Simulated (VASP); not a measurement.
Write the native input for VASP 6.6.1 that does the following.

```
Task                               : single point
Functional                         : HSE06
Potentials or basis                : VASP PAW PBE potentials, release 64 (K_sv, Br)
Cutoff                             : 520 eV
k mesh                             : 4 × 4 × 4
Occupations                        : gaussian, width 0.01 eV
Spin                               : no spin polarisation
Dipole correction                  : no
Grid for exact exchange (PRECFOCK) : Normal
Further INCAR settings             : ALGO = Normal; EDIFF = 1e-06; NBANDS = 15
Screening parameter                : 0.2079 1/Å
```

The system is KBr.

```xyz
2
Lattice="0.0000 3.3022 3.3022 3.3022 0.0000 3.3022 3.3022 3.3022 0.0000" Properties=species:S:1:pos:R:3 pbc="T T T"
K     0.0000    0.0000    0.0000
Br    3.3022    3.3022    3.3022
```

These files were run (other wordings do the same):

POSCAR

```
KBr
1.0
    0.0000000000      3.3022478201      3.3022478201
    3.3022478201      0.0000000000      3.3022478201
    3.3022478201      3.3022478201      0.0000000000
K Br
1 1
Direct
    0.0000000000      0.0000000000      0.0000000000
    0.5000000000      0.5000000000      0.5000000000
```

INCAR.step1

```
SYSTEM = KBr
PREC = Accurate ; ENCUT = 520
EDIFF = 1E-5 ; ISMEAR = 0
SIGMA = 0.01 ; LREAL = .FALSE.
LASPH = .TRUE. ; NELM = 80
ALGO = Normal ; ISIF = 2
LWAVE = .TRUE. ; LCHARG = .FALSE.
NBANDS = 15 ; GGA = PE
```

INCAR.step2

```
SYSTEM = KBr
PREC = Accurate ; ENCUT = 520
EDIFF = 1E-6 ; ISMEAR = 0
SIGMA = 0.01 ; LREAL = .FALSE.
LASPH = .TRUE. ; NELM = 80
ALGO = Normal ; ISIF = 2
LWAVE = .FALSE. ; LCHARG = .FALSE.
GGA = PE ; LHFCALC = .TRUE.
HFSCREEN = 0.2079 ; PRECFOCK = Normal
NBANDS = 15 ; ISTART = 1
```

KPOINTS

```
regular mesh
0
G
  4 4 4
  0 0 0
```

Potentials or basis: VASP PAW PBE potentials, release 64 (K_sv, Br).

Run with:

```bash
$ cat potpaw_PBE.64/K_sv/POTCAR potpaw_PBE.64/Br/POTCAR > POTCAR
$ cp INCAR.step1 INCAR
$ mpirun -np 1 vasp_std > vasp.out
$ cp INCAR.step2 INCAR
$ mpirun -np 1 vasp_std > vasp.out
```

It gave:

The pressure is 0.5 GPa and the band gap on the k mesh is 5.59 eV, direct.

Caveat: the PAW data sets were made with another functional, which shifts forces and pressure a little.

Run time: 5.4 min on 1 thread of Intel(R) Xeon(R) Platinum 8488C (Sapphire Rapids), on a shared host, peak memory 0.31 GiB.
